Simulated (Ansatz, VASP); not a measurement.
Ti4RuC in VASP and in Ansatz

```
CELL_PARAMETERS angstrom
2.90000 0.00000 0.00000
-1.45000 2.51147 0.00000
0.00000 0.00000 10.87000
ATOMIC_POSITIONS crystal
Ti 0.33333 0.66667 0.61200
Ti 0.66667 0.33333 0.38800
Ti 0.33333 0.66667 0.19500
Ti 0.66667 0.33333 0.80500
Ru 0.00000 0.00000 0.00000
C 0.00000 0.00000 0.50000
```

Alike in both runs: task relaxation of cell and atoms; functional PBE; k mesh 6 × 6 × 2; occupations gaussian, width 0.2 eV; no spin polarisation.

```csv
,VASP,Ansatz
version,VASP 6.6.1,Ansatz 0.2.0
potentials or method,"VASP PAW PBE potentials, release 64 (Ti_sv, Ru_pv, C), cutoff 600 eV","scalar-relativistic, plane waves, PAW"
valence electrons in the cell,66,68
```

```csv
,VASP,Ansatz,Ansatz less VASP
"gap on the k mesh at the Fermi level, each at its own relaxed structure (eV)",none,none,-
relaxed volume (Å³/atom),14.68,14.70,+0.018
relaxed length of the cell vector where the two differ most in proportion (Å),3.027,3.029,+0.0012
```

A gap of «none» marks a metal or a gap that the smearing closes. VASP's potentials hold 66 valence electrons a cell and Ansatz's 68, so a difference there can come from the potentials and not from the codes.

The k mesh is coarse, so the values compare programs but aren't converged.
